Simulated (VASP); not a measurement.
# Si: single point with PBE

The system is Si.

```
Si
1.0
    -3.37335    3.37335    1.94644
     3.37335   -3.37335    1.94644
     3.37335    3.37335   -1.94644
Si
4
Cartesian
  1.2050 1.2050 -0.1180
  2.1683 2.1683 1.8285
  2.1683 -2.1683 2.0644
  -2.1683 2.1683 2.0644
```

This cell differs from its parent crystal: atoms displaced along a vibrational mode, the cell strained.

- Program: VASP 6.6.1
- Task: single point
- Functional: PBE
- Potentials or basis: VASP PAW PBE potentials, release 64 (Si)
- Cutoff: 520 eV
- k mesh: 10 × 10 × 10
- Occupations: gaussian, width 0.05 eV
- Spin: no spin polarisation

```json
{"Pressure": "-2.4 GPa", "Largest force": "0.330 eV/Å", "Band gap on the k mesh": "0.35 eV (least direct gap 0.67 eV)"}
```

Forces in eV/Å, atoms in the order of the input:
```
Si  -0.095 -0.095  0.301
Si   0.095  0.095  0.301
Si   0.095 -0.095 -0.301
Si  -0.095  0.095 -0.301
```

Stress tensor (GPa, compression positive):
```
-2.43  0.00  0.00
 0.00 -2.43  0.00
 0.00  0.00 -2.29
```

Levels at points of the mesh, in eV from the valence-band top:
```tsv
k point	band 4	band 5	band 6	band 7	band 8	band 9	band 10	band 11	band 12	band 13
(0.00, 0.00, 0.00)	-5.48	-3.60	-1.47	-1.47	-0.50	1.44	1.44	1.45	2.29	2.29
(0.50, 0.00, 0.00)	-6.08	-4.19	-3.37	-2.27	-1.39	0.85	2.22	3.00	3.42	4.06
(0.50, 0.50, 0.00)	-4.90	-2.72	-1.95	-1.81	-1.59	1.49	1.88	1.95	3.84	4.29
(0.50, 0.50, 0.50)	-4.78	-2.83	-0.51	0.00	0.00	0.67	2.60	3.35	3.93	4.38
```

It took 2.3 min on 1 thread of Intel(R) Xeon(R) Platinum 8488C (Sapphire Rapids), with other jobs on the host, peak memory 0.28 GiB.

Caveat: the cell differs from its parent crystal (atoms displaced along a vibrational mode, the cell strained); semilocal functionals underestimate gaps, and a narrow one can read as zero. A k mesh can miss the band edges.
